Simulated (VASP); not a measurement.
Write the native input for VASP 6.6.1 that does the following.

```
Task                   : single point
Functional             : PBE
Potentials or basis    : VASP PAW PBE potentials, release 64 (Ta_pv, N)
Cutoff                 : 520 eV
k mesh                 : 5 × 5 × 5
Occupations            : gaussian, width 0.1 eV
Spin                   : no spin polarisation
Dipole correction      : no
Further INCAR settings : LREAL = Auto; ALGO = Normal; EDIFF = 1e-07; NBANDS = 80
```

The structure of Ta8N9 (a cell with a defect) lies in POSCAR:

```
Ta8N9
1.0
    0.0000000000      4.4172695543     -4.4172695543
    4.4172695543      4.4172695543      0.0000000000
    4.4172695543      0.0000000000     -4.4172695543
Ta N
8 9
Direct
    0.2293441656      0.7990886580      0.2222433990
    0.2343599337      0.2358608609      0.2535758767
    0.7289757757      0.7223191750      0.2996105363
    0.7414324527      0.2782703172      0.2315656736
    0.2558031576      0.7537034947      0.7359402590
    0.2307903078      0.2462964930      0.7770291031
    0.7286133346      0.7315103732      0.7786630310
    0.7258608424      0.2770385608      0.7464242242
   -0.0563808699     -0.0090002431      0.5046199859
   -0.0010822296      0.5652148843      0.4863700242
    0.5407210202      0.0046894354      0.4914016393
    0.4580973552      0.4906154070      0.5112202170
   -0.0702569758     -0.0141530869      1.0652483264
    0.0041664879      0.5282880004      0.9951958888
    0.5199632877      0.0111962830      0.9908390118
    0.4522705657      0.4949566634      1.0284629326
    1.1064211590      0.1336288159      0.6335383127
```

One way to write it, as run:

INCAR

```
PREC     = Accurate       # precision mode
ENCUT    = 520            # plane-wave cutoff, eV
EDIFF    = 1E-7           # SCF threshold, eV
ISMEAR   = 0              # smearing method
SIGMA    = 0.1            # smearing width, eV
LREAL    = Auto         
LASPH    = True           # aspherical terms in the spheres
NELM     = 80             # most SCF steps
ALGO     = Normal         # electronic algorithm
ISIF     = 2              # what is computed and relaxed
LWAVE    = False          # write WAVECAR
LCHARG   = False          # write CHGCAR
GGA      = PE             # functional
NBANDS   = 80             # bands
```

KPOINTS

```
regular mesh
0
Gamma
  5 5 5
```

Potentials or basis: VASP PAW PBE potentials, release 64 (Ta_pv, N).

The run is started by

```console
$ cat potpaw_PBE.64/Ta_pv/POTCAR potpaw_PBE.64/N/POTCAR > POTCAR
$ mpirun -np 1 vasp_std > vasp.out
```

Results of the run:

The pressure is 25.0 GPa. The largest force is 0.074 eV/Å and the band gap on the k mesh is zero (an odd number of electrons rules out a gap without spin polarisation).

Caveat: spin-orbit coupling is left out, which moves the levels of the heavy elements; an odd number of electrons without spin polarisation forces a metal; a magnetic or distorted state may lie lower.

Wall time 53 min on 1 thread of Oxide Virtual Turin-like Processor, with other jobs on the host, peak memory 0.64 GiB.
